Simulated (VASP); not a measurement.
Write the native input for VASP 6.6.1 that does the following.

```
Task                   : single point
Functional             : r2SCAN
Potentials or basis    : VASP PAW PBE potentials, release 64 (Ce)
Cutoff                 : 520 eV
k mesh                 : 12 × 12 × 12
Occupations            : fermi-dirac, width 0.1 eV
Spin                   : no spin polarisation
Dipole correction      : no
Further INCAR settings : ALGO = Normal; EDIFF = 1e-07; NBANDS = 12
```

The system is Ce.

```
CELL_PARAMETERS angstrom
0.00000 2.39846 2.39846
2.39846 0.00000 2.39846
2.39846 2.39846 0.00000
ATOMIC_POSITIONS crystal
Ce 0.00000 0.00000 0.00000
```

The input as run:

POSCAR

```
Ce
1.0
    0.0000000000      2.3984635305      2.3984635305
    2.3984635305      0.0000000000      2.3984635305
    2.3984635305      2.3984635305      0.0000000000
Ce
1
Direct
    0.0000000000      0.0000000000      0.0000000000
```

INCAR.step1

```
SYSTEM = Ce
PREC = Accurate
ENCUT = 520
ISMEAR = -1
SIGMA = 0.1
LREAL = .False.
LASPH = .True.
NELM = 60
NBANDS = 12
GGA = PE
ALGO = Normal
EDIFF = 1E-4
LWAVE = .True.
LCHARG = .False.
```

INCAR.step2

```
SYSTEM = Ce
PREC = Accurate
ENCUT = 520
EDIFF = 1E-7
ISMEAR = -1
SIGMA = 0.1
LREAL = .False.
LASPH = .True.
NELM = 60
ALGO = Normal
ISIF = 2
LWAVE = .False.
LCHARG = .True.
METAGGA = R2SCAN
LMIXTAU = .True.
LELF = .True.
LVHAR = .True.
NBANDS = 12
ISTART = 1
```

KPOINTS

```
Automatic mesh
0
Gamma
  12 12 12
  0 0 0
```

Potentials or basis: VASP PAW PBE potentials, release 64 (Ce).

Command:

```bash
$ cat potpaw_PBE.64/Ce/POTCAR > POTCAR
$ cp INCAR.step1 INCAR
$ mpirun -np 1 vasp_std > vasp.out
$ cp INCAR.step2 INCAR
$ mpirun -np 1 vasp_std > vasp.out
```

It gave:

| Quantity | Value |
| --- | --- |
| Pressure | -2.9 GPa |
| Band gap on the k mesh | zero (bands 6 and 7 overlap by 0.61 eV) |

Caveat: the PAW data sets were made with another functional, which shifts forces and pressure a little; spin-orbit coupling is left out, which moves the levels of the heavy elements; semilocal functionals describe open f shells poorly, which spoils levels, moments and volumes.

It took 6.6 min on 1 thread of Intel Xeon 8259CL (shared host), peak memory 0.17 GiB.
